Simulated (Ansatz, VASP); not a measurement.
C in VASP and in Ansatz

The input INCAR:

```
ALGO = Normal ; EDIFF = 1E-6
ENCUT = 520 ; ISIF = 2
ISMEAR = 0 ; LASPH = True
LCHARG = False ; LREAL = False
LWAVE = False ; NBANDS = 11
NELM = 80 ; PREC = Accurate
SIGMA = 0.15
```

KPOINTS

```
k-points
0
Gamma
  24 24 6
```

Contents of POSCAR:

```
C
1.0
    2.4561701622      0.0000000000      0.0000000000
   -1.2280850811      2.1271057565      0.0000000000
    0.0000000000      0.0000000000      8.5238033600
C
2
Direct
    0.4241540011      0.7331520099      0.0000000000
    0.6666666667      0.3333333333      0.0000000000
```

Input for Ansatz:

```yaml
crystal:
  lattice:
    - [2.4561701622, 0.0, 0.0]
    - [-1.2280850811, 2.1271057565, 0.0]
    - [0.0, 0.0, 8.52380336]
  atoms:
    - { symbol: C, position: [0.4241540011, 0.7331520099, 0.0] }
    - { symbol: C, position: [0.6666666667, 0.3333333333, 0.0] }
basis:
  ecutwfc: 420
kpoints:
  mp_grid: { grid: [24, 24, 6] }
hamiltonian:
  xc: lda
scf:
  occupations: { method: gaussian, width: 0.15 }
output:
  forces: true
  stress: true
  eigenvalues: true
```

Alike in both runs: task single point; functional LDA; k mesh 24 × 24 × 6; occupations gaussian, width 0.15 eV; no spin polarisation.

|  | VASP | Ansatz |
| --- | --- | --- |
| version | VASP 6.6.1 | Ansatz 0.2.0 |
| potentials or method | VASP PAW LDA potentials, release 64 (C), cutoff 520 eV | scalar-relativistic, plane waves, PAW |
| valence electrons in the cell | 8 | 8 |

|  | VASP | Ansatz | Ansatz less VASP |
| --- | --- | --- | --- |
| gap on the k mesh at the Fermi level (eV) | none | none | - |
| rms of the force components (eV/Å) | 5.067 | 5.074 | +0.0075 |

LDA's correlation is that of Perdew and Zunger in VASP and of Perdew and Wang (1992) in Ansatz. Atom by atom the forces differ by 0.008 eV/Å (rms over components). A gap of «none» marks a metal or a gap that the smearing closes.
